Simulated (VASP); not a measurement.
A run of VASP 6.6.1:

File INCAR:

```
SYSTEM = O
  PREC = Accurate
  ENCUT = 520
  EDIFF = 1E-6
  ISMEAR = 0
  SIGMA = 0.1
  LREAL = .False.
  LASPH = .True.
  NELM = 80
  ALGO = Normal
  ISIF = 2
  LWAVE = .False.
  LCHARG = .False.
  NBANDS = 13
```

KPOINTS

```
regular mesh
0
Gamma
  8 8 8
  0 0 0
```

File POSCAR:

```
O
1.0
    0.0000000000      2.1075500000      3.3448500000
    1.4783500000      0.0000000000      3.3448500000
    1.4783500000      2.1075500000      0.0000000000
O
2
Direct
    0.0871000000      0.0871000000      0.9129000000
    0.9129000000      0.9129000000      0.0871000000
```

Potentials or basis: VASP PAW LDA potentials, release 64 (O).

The run is started by

```sh
$ cat potpaw_LDA.64/O/POTCAR > POTCAR
$ mpirun -np 1 vasp_std > vasp.out
```

Hardware: 1 thread of Intel(R) Xeon(R) 6975P-C (Granite Rapids), on a shared host.

Problem. Estimate the wall time of this run.

Solution. It took 12 s on 1 thread of Intel(R) Xeon(R) 6975P-C (Granite Rapids) (shared host), peak memory 0.13 GiB. Counts: scf iterations 11, k points 95.
